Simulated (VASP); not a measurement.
# Sn (I4_1/amd) in VASP: further runs

The runs below take Sn through single point, with PBE.

Everything below comes from runs of VASP 6.6.1. Logs are shortened: lines on timing, memory, paths and dates and some standing lists are left out, and cuts for length are marked.

## (1) The cell of the first run

The structure is tetragonal, space group I4_1/amd (No. 141). Conventional cell: a = 4.969 Å, b = 4.969 Å, c = 5.973 Å, α = 90.00°, β = 90.00°, γ = 90.00°. Within 3.8 Å of Sn (site symmetry -4m2) lie 4 Sn at 2.90 Å.

## (2) Single point, PBE

INCAR

```
ALGO = Fast
EDIFF = 1E-6
ENCUT = 520
GGA = PE
ISIF = 2
ISMEAR = 0
LASPH = True
LCHARG = True
LELF = True
LREAL = False
LVHAR = True
LWAVE = False
NBANDS = 21
NELM = 80
PREC = Accurate
SIGMA = 0.15
```

KPOINTS

```
k-points
0
Gamma
  18 18 18
```

POSCAR

```
Sn
1.0
    0.0000000000      3.5134164227      2.9864039593
    3.5134164227      0.0000000000      2.9864039593
    3.5134164227      3.5134164227      0.0000000000
Sn
2
Direct
    0.5000000000      0.5000000000      0.5000000000
    0.7500000000      0.7500000000      0.7500000000
```

Potentials or basis: VASP PAW PBE potentials, release 64 (Sn_d).

Command:

```bash
> cat potpaw_PBE.64/Sn_d/POTCAR > POTCAR
> mpirun -np 1 vasp_std > vasp.out
```

OUTCAR:

```text
EDIFF = 1E-6
   ENCUT = 520
   GGA = PE
   ISIF = 2
   ISMEAR = 0
   LASPH = True
   LREAL = False
   NELM = 80
   PREC = Accurate

 ion  position               nearest neighbor table
   1  0.500  0.500  0.500-   2 2.90   2 2.90   2 2.90   2 2.90
   2  0.750  0.750  0.750-   1 2.90   1 2.90   1 2.90   1 2.90

  LATTYP: Found a body centered tetragonal cell.
 ALAT       =     4.9687211552
 C/A-ratio  =     1.2020815280

  Lattice vectors:

 A1 = (   0.0000000000,  -3.5134164227,  -2.9864039593)
 A2 = (   0.0000000000,   3.5134164227,  -2.9864039593)
 A3 = (   3.5134164227,   0.0000000000,   2.9864039593)

Analysis of symmetry for initial positions (statically):
=====================================================================
 Subroutine PRICEL returns:
 Original cell was already a primitive cell.

 Routine SETGRP: Setting up the symmetry group for a
 body centered tetragonal supercell.

 Subroutine GETGRP returns: Found 16 space group operations
 (whereof  8 operations were pure point group operations)
 out of a pool of 16 trial point group operations.

The static configuration has the point symmetry D_2d.
 The point group associated with its full space group is D_4h.

Analysis of symmetry for dynamics (positions and initial velocities):
=====================================================================
 Subroutine PRICEL returns:
 Original cell was already a primitive cell.

 Routine SETGRP: Setting up the symmetry group for a
 body centered tetragonal supercell.

 Subroutine GETGRP returns: Found 16 space group operations
 (whereof  8 operations were pure point group operations)
 out of a pool of 16 trial point group operations.

The dynamic configuration has the point symmetry D_2d.
 The point group associated with its full space group is D_4h.

 Subroutine INISYM returns: Found 16 space group operations
 (whereof  8 operations are pure point group operations),
 and found     1 'primitive' translations

----------------------------------------------------------------------------------------

                                     Primitive cell

  volume of cell :      73.7289

  direct lattice vectors                    reciprocal lattice vectors
     0.000000000  3.513416423  2.986403959    -0.142311625  0.142311625  0.167425441
[... 80 lines left out ...]
   ISPIN  =      1    spin polarized calculation?
   LNONCOLLINEAR =      F non collinear calculations
   LSORBIT =      F    spin-orbit coupling
   LASPH  =      T    aspherical Exc in radial PAW
   ENCUT  =  520.0 eV  38.22 Ry    6.18 a.u.   8.57  8.57  9.24*2*pi/ulx,y,z
   NELM   =     80;   NELMIN=  2; NELMDL= -5     # of ELM steps
   EDIFF  = 0.1E-05   stopping-criterion for ELM
   LREAL  =      F    real-space projection
   EDIFFG = 0.1E-04   stopping-criterion for IOM
   NSW    =      0    number of steps for IOM
   IBRION =     -1    ionic relax: 0-MD 1-quasi-New 2-CG
   NFREE  =      0    steps in history (QN), initial steepest desc. (CG)
   ISIF   =      2    stress and relaxation
   ISYM   =      2    0-nonsym 1-usesym 2-fastsym
   POTIM  = 0.5000    time-step for ionic-motion
   TEBEG  =    0.0;   TEEND  =   0.0 temperature during run
   PSTRESS=    0.0 pullay stress
   NELECT =      28.0000    total number of electrons
   NUPDOWN=      -1.0000    fix difference up-down
   EMIN   =  10.00;   EMAX   =-10.00  energy-range for DOS
   EFERMI =   0.00;   METHOD = LEGACY
   ISMEAR =     0;   SIGMA  =   0.15  broadening in eV -4-tet -1-fermi 0-gaus
   EFERMI_NEDOS =   21; number of points for ismear=-14 and -15
   IALGO  =     68    algorithm
   IMIX   =      4    mixing-type and parameters
     AMIX     =   0.40;   BMIX     =  1.00
     AMIX_MAG =   1.60;   BMIX_MAG =  1.00
  volume/ion in A,a.u.               =      36.86       248.77
  Fermi-wavevector in a.u.,A,eV,Ry     =   1.185536  2.240339 19.122943  1.405497
  Thomas-Fermi vector in A             =   2.321728
   LORBIT       =      0    0 simple, 1 ext, 2 COOP (PROOUT), +10 PAW based schemes
   GGA     = PE    functional components
   LHFCALC =     F    Hartree Fock is set to
   AEXX    =    0.0000 exact exchange contribution
   IVDW    =     0    specifies the selected vdW correction
   LEPSILON=     F    determine dielectric tensor
   LRPA    =     F    only Hartree local field effects (RPA)
 non-spin polarized calculation
 RMM-DIIS sequential band-by-band and
 Gauss-broadening in eV      SIGMA  =   0.15
  energy-cutoff  :      520.00
  volume of cell :       73.73
 maximum number of plane-waves:      2019
   NGX = 17   NGY = 17   NGZ = 19

 number of electron      27.9999998 magnetization

 Free energy of the ion-electron system (eV)
  ---------------------------------------------------
  ext. energy  EPLUGINS =         0.00000000
  ---------------------------------------------------
  free energy    TOTEN  =        -7.59986824 eV

  energy without entropy =       -7.59618222  energy(sigma->0) =       -7.59802523

 E-fermi :   4.8848     XC(G=0):  -8.5796

 val. band max:        4.8801179529   @ k =   0.5000  -0.0000   0.0556
 cond. band min:       4.8941702019   @ k =  -0.4444   0.0000   0.0556
 fundamental gap:      0.0140522489
 Fermi energy:         4.8847707013

 k-point     1 :       0.0000    0.0000    0.0000
  band No.  band energies     occupation
      1     -16.7063      2.00000
      2     -16.6576      2.00000
      3     -16.6576      2.00000
      4     -16.6317      2.00000
      5     -16.6191      2.00000
      6     -16.4242      2.00000
[... 565 lines left out ...]
     20      11.0903      0.00000
     21      12.3227      0.00000

 [... further k-points ...]

------------------------ aborting loop because EDIFF is reached ----------------------------------------

  FORCE on cell =-STRESS in cart. coord.  units (eV):
  Direction    XX          YY          ZZ          XY          YZ          ZX
  --------------------------------------------------------------------------------------
  -------------------------------------------------------------------------------------
  Total       -0.6284217     -0.6284217      0.8742102      0.0000000      0.0000000      0.0000000
  in kB      -13.6560139    -13.6560139     18.9971588      0.0000000      0.0000000      0.0000000
  external PRESSURE =      -2.7716230 kB  Pullay stress =       0.0000000 kB

 VOLUME and BASIS-vectors are now :
 -----------------------------------------------------------------------------
  energy-cutoff  :      520.00
  volume of cell :       73.73
      direct lattice vectors                 reciprocal lattice vectors
     0.000000000  3.513416423  2.986403959    -0.142311625  0.142311625  0.167425441
     3.513416423  0.000000000  2.986403959     0.142311625 -0.142311625  0.167425441
     3.513416423  3.513416423  0.000000000     0.142311625  0.142311625 -0.167425441

 POSITION                                       TOTAL-FORCE (eV/Angst)
 -----------------------------------------------------------------------------------
      3.51342      3.51342      2.98640        -0.000000     -0.000000     -0.000000
      5.27012      5.27012      4.47961         0.000000      0.000000      0.000000
 -----------------------------------------------------------------------------------
    total drift:                                0.000000      0.000000      0.000000

  FREE ENERGIE OF THE ION-ELECTRON SYSTEM (eV)
  ---------------------------------------------------
  free  energy   TOTEN  =        -7.5998682428 eV

  energy  without entropy=       -7.5961822221  energy(sigma->0) =       -7.59802523
```

It took 20 min on 1 thread of Oxide Virtual Turin-like, shared host; peak memory 0.63 GiB.

What came out:

| Quantity | Value |
| --- | --- |
| Free energy | -7.5999 eV |
| Pressure | -0.3 GPa |
| Band gap on the k mesh | zero (band 14 reaches 5.15 eV, above the bottom of band 15 at 4.50 eV) |

Caveat: spin-orbit coupling is left out, which moves the levels of the heavy elements.

## (3) Single point, PBE

This run uses another cell than the first one, of the same volume but with other edges.

INCAR

```
  PREC = Accurate
  ENCUT = 520
  EDIFF = 1E-6
  ISMEAR = 0
  SIGMA = 0.15
  LREAL = False
  LASPH = True
  NELM = 80
  ALGO = Fast
  ISIF = 2
  LWAVE = False
  LCHARG = False
  GGA = PE
  NBANDS = 21
```

KPOINTS

```
regular mesh
0
Gamma
  18 18 18
```

POSCAR

```
Sn
1.0
    0.0000000000      3.1319069715      3.7582883659
    3.1319069715      0.0000000000      3.7582883659
    3.1319069715      3.1319069715      0.0000000000
Sn
2
Direct
    0.5000000000      0.5000000000      0.5000000000
    0.7500000000      0.7500000000      0.7500000000
```

Potentials or basis: VASP PAW PBE potentials, release 64 (Sn_d).

Command:

```bash
> cat potpaw_PBE.64/Sn_d/POTCAR > POTCAR
> mpirun -np 1 vasp_std > vasp.out
```

OUTCAR:

```text
PREC = Accurate
   ENCUT = 520
   EDIFF = 1E-6
   ISMEAR = 0
   LREAL = False
   LASPH = True
   NELM = 80
   ISIF = 2
   GGA = PE

 ion  position               nearest neighbor table
   1  0.500  0.500  0.500-   2 2.90   2 2.90   2 2.90   2 2.90
   2  0.750  0.750  0.750-   1 2.90   1 2.90   1 2.90   1 2.90

  LATTYP: Found a body centered tetragonal cell.
 ALAT       =     4.4291853152
 C/A-ratio  =     1.6970562749

  Lattice vectors:

 A1 = (  -3.1319069715,   0.0000000000,   3.7582883659)
 A2 = (   3.1319069715,   0.0000000000,   3.7582883659)
[... 191 lines left out ...]
      4     -16.6176      2.00000
      5     -16.6156      2.00000
      6     -16.4438      2.00000
[... 565 lines left out ...]
     20      11.9263      0.00000
     21      12.3578      0.00000

 [... further k-points ...]
[... 5 lines left out ...]
  --------------------------------------------------------------------------------------
  -------------------------------------------------------------------------------------
  Total        0.8500819      0.8500819     -1.8361667      0.0000000      0.0000000      0.0000000
  in kB       18.4728342     18.4728342    -39.9011009      0.0000000      0.0000000      0.0000000
  external PRESSURE =      -0.9851442 kB  Pullay stress =       0.0000000 kB

 VOLUME and BASIS-vectors are now :
 -----------------------------------------------------------------------------
  energy-cutoff  :      520.00
  volume of cell :       73.73
      direct lattice vectors                 reciprocal lattice vectors
     0.000000000  3.131906971  3.758288366    -0.159647143  0.159647143  0.133039286
     3.131906971  0.000000000  3.758288366     0.159647143 -0.159647143  0.133039286
     3.131906971  3.131906971  0.000000000     0.159647143  0.159647143 -0.133039286

 POSITION                                       TOTAL-FORCE (eV/Angst)
 -----------------------------------------------------------------------------------
      3.13191      3.13191      3.75829         0.000000      0.000000     -0.000000
      4.69786      4.69786      5.63743        -0.000000     -0.000000      0.000000
 -----------------------------------------------------------------------------------
    total drift:                                0.000000      0.000000      0.000000

  FREE ENERGIE OF THE ION-ELECTRON SYSTEM (eV)
  ---------------------------------------------------
  free  energy   TOTEN  =        -7.5298110632 eV

  energy  without entropy=       -7.5256543736  energy(sigma->0) =       -7.52773272
```

OSZICAR:

```text
N       E                     dE             d eps       ncg     rms          rms(c)
DAV:   1     0.227588761052E+03    0.22759E+03   -0.14865E+04 20365   0.188E+03
DAV:   2     0.173015312580E+02   -0.21029E+03   -0.20595E+03 20285   0.440E+02
DAV:   3    -0.676466715872E+01   -0.24066E+02   -0.23915E+02 23640   0.139E+02
DAV:   4    -0.754726867115E+01   -0.78260E+00   -0.78204E+00 22970   0.284E+01
DAV:   5    -0.757430373691E+01   -0.27035E-01   -0.27035E-01 28796   0.514E+00    0.273E+00
RMM:   6    -0.754272214420E+01    0.31582E-01   -0.20660E-02 25776   0.176E+00    0.162E+00
RMM:   7    -0.752772876942E+01    0.14993E-01   -0.42642E-02 26572   0.213E+00    0.152E-01
RMM:   8    -0.752924423911E+01   -0.15155E-02   -0.73010E-03 25228   0.825E-01    0.492E-02
RMM:   9    -0.752972342327E+01   -0.47918E-03   -0.28265E-03 28687   0.524E-01    0.449E-02
RMM:  10    -0.752979919047E+01   -0.75767E-04   -0.76177E-04 29079   0.241E-01    0.123E-02
RMM:  11    -0.752981006450E+01   -0.10874E-04   -0.10378E-04 32448   0.788E-02    0.383E-03
RMM:  12    -0.752981092737E+01   -0.86287E-06   -0.10771E-05 27064   0.284E-02    0.152E-03
RMM:  13    -0.752981106317E+01   -0.13580E-06   -0.29083E-06 17416   0.143E-02
   1 F= -.75298111E+01 E0= -.75277327E+01  d E =-.415669E-02
```

stdout:

```text
POSCAR found type information on POSCAR Sn
 POSCAR found :  1 types and       2 ions
 scaLAPACK will be used
 LDA part: xc-table for (Slater+PW92), standard interpolation
 POSCAR, INCAR and KPOINTS ok, starting setup
 FFT: planning ... GRIDC
 FFT: planning ... GRID_SOFT
 FFT: planning ... GRID
 WAVECAR not read
 entering main loop
WARNING in EDDRMM: call to ZHEGV failed, returncode =   8  4     18
WARNING in EDDRMM: call to ZHEGV failed, returncode =   8  4     21
WARNING in EDDRMM: call to ZHEGV failed, returncode =   8  4     21
WARNING in EDDRMM: call to ZHEGV failed, returncode =   8  4     21
WARNING in EDDRMM: call to ZHEGV failed, returncode =   8  4     19
WARNING in EDDRMM: call to ZHEGV failed, returncode =   8  4     20
WARNING in EDDRMM: call to ZHEGV failed, returncode =   6  3     18
WARNING in EDDRMM: call to ZHEGV failed, returncode =   6  3     19
```

Wall time 32 min (1 thread of Oxide Virtual Turin-like, shared host); peak memory 0.63 GiB.

Results:

```
Free energy            : -7.5298 eV
Pressure               : -0.1 GPa
Band gap on the k mesh : zero (band 14 reaches 5.42 eV, above the bottom of band 15 at 4.59 eV)
```

Caveat: spin-orbit coupling is left out, which moves the levels of the heavy elements.
